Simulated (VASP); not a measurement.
Crystal: Al2Pt.

```xyz
3
Lattice="0.0000 2.8947 2.8947 2.8947 0.0000 2.8947 2.8947 2.8947 0.0000" Properties=species:S:1:pos:R:3 pbc="T T T"
Pt    0.0000    0.0000    0.0000
Al    4.3420    4.3420    4.3420
Al    1.4473    1.4473    1.4473
```

Base run:

```yaml
Program: VASP 6.6.1
Functional: PBE
Potentials_or_basis: VASP PAW PBE potentials, release 64 (Pt, Al)
Cutoff: 520 eV
k_mesh: 8 × 8 × 8
Occupations: fermi-dirac, width 0.05 eV
Spin: no spin polarisation
```

Its results: band gap on the k mesh zero (band 8 reaches 12.52 eV, above the bottom of band 9 at 6.93 eV); pressure 12.2 GPa.

Question: The run is repeated on the same cell with these changes: functional from PBE to r2SCAN. What comes out?

Answer: Band gap on the k mesh zero (band 8 reaches 12.57 eV, above the bottom of band 9 at 6.72 eV); pressure 9.3 GPa.

Caveats: spin-orbit coupling is left out, which moves the levels of the heavy elements; the PAW data sets were made with another functional, which shifts forces and pressure a little (some runs).
